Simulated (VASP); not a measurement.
Write the native input for VASP 6.6.1 that does the following.

* Task: single point
* Functional: PBE
* Potentials or basis: VASP PAW PBE potentials, release 64 (Fe, Ni)
* Cutoff: 520 eV
* k mesh: 14 × 14 × 14
* Occupations: gaussian, width 0.1 eV
* Spin: collinear spin, ferromagnetic start
* Starting moments: [-3.21, -0.78, -0.78, -0.78] μB
* Dipole correction: no
* Further INCAR settings: ALGO = Normal; EDIFF = 1e-07; NBANDS = 31

The structure of FeNi3 lies in POSCAR:

```
FeNi3
1.0
    3.5442548812      0.0000000000      0.0000000000
    0.0000000000      3.5442548812      0.0000000000
    0.0000000000      0.0000000000      3.5442548812
Fe Ni
1 3
Direct
    0.0000000000      0.0000000000      0.0000000000
    0.0000000000      0.5000000000      0.5000000000
    0.5000000000      0.0000000000      0.5000000000
    0.5000000000      0.5000000000      0.0000000000
```

One way to write it, as run:

INCAR

```
ALGO = Normal ; EDIFF = 1E-7
ENCUT = 520 ; GGA = PE
ISIF = 2 ; ISMEAR = 0
ISPIN = 2 ; LASPH = T
LCHARG = F ; LMAXMIX = 4
LORBIT = 11 ; LREAL = F
LWAVE = F ; MAGMOM = -3.21 -0.78 -0.78 -0.78
NBANDS = 31 ; NELM = 150
PREC = Accurate ; SIGMA = 0.1
```

KPOINTS

```
k-points
0
Gamma
  14 14 14
```

Potentials or basis: VASP PAW PBE potentials, release 64 (Fe, Ni).

Run with:

```sh
$ cat potpaw_PBE.64/Fe/POTCAR potpaw_PBE.64/Ni/POTCAR > POTCAR
$ mpirun -np 1 vasp_std > vasp.out
```

It gave:

```
Pressure                                              : -0.1 GPa
Net moment                                            : -4.80 μB per cell
Site moments                                          : Fe -2.91; Ni -0.64 μB
Valence electrons inside the program's atomic spheres : Fe 7.09; Ni 9.34
```

Run time: 5.3 min on 1 thread of Intel(R) Xeon(R) Platinum 8259CL CPU @ 2.50GHz (Skylake/Cascade Lake), on a shared host, peak memory 0.35 GiB.
